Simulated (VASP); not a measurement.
Set up this calculation in VASP 6.6.1, as the native input.

| Quantity | Value |
| --- | --- |
| Task | single point |
| Functional | PBEsol |
| Potentials or basis | VASP PAW PBE potentials, release 64 (Ni) |
| Cutoff | 520 eV |
| k mesh | 20 × 20 × 20 |
| Occupations | gaussian, width 0.1 eV |
| Spin | collinear spin, ferromagnetic start |
| Starting moments | [0.72] μB |
| Dipole correction | no |
| Further INCAR settings | ALGO = Normal; EDIFF = 1e-06; NBANDS = 15 |

The structure of Ni lies in POSCAR:

```
Ni
1.0
    0.0000000000      1.6596870278      1.6596870278
    1.6596870278      0.0000000000      1.6596870278
    1.6596870278      1.6596870278      0.0000000000
Ni
1
Direct
    0.0000000000      0.0000000000      0.0000000000
```

The input as run:

INCAR

```
SYSTEM = Ni
  ALGO = Normal
  EDIFF = 1E-6
  ENCUT = 520
  GGA = PS
  ISIF = 2
  ISMEAR = 0
  ISPIN = 2
  LASPH = .TRUE.
  LCHARG = .TRUE.
  LELF = .TRUE.
  LMAXMIX = 4
  LORBIT = 11
  LREAL = .FALSE.
  LVHAR = .TRUE.
  LWAVE = .FALSE.
  MAGMOM = 0.72
  NBANDS = 15
  NELM = 150
  PREC = Accurate
  SIGMA = 0.1
```

KPOINTS

```
k-points
0
G
  20 20 20
  0 0 0
```

Potentials or basis: VASP PAW PBE potentials, release 64 (Ni).

The run is started by

```sh
$ cat potpaw_PBE.64/Ni/POTCAR > POTCAR
$ mpirun -np 1 vasp_std > vasp.out
```

Results of the run:

```json
{"Pressure": "39.4 GPa", "Net moment": "0.60 μB per cell", "Site moments": "Ni +0.60 μB", "Valence electrons inside the program's atomic spheres": "Ni 9.69"}
```

Caveat: the PAW data sets were made with another functional, which shifts forces and pressure a little.

Run time: 46 s on 1 thread of Intel(R) Xeon(R) 6975P-C (Granite Rapids) (shared host), peak memory 0.16 GiB.
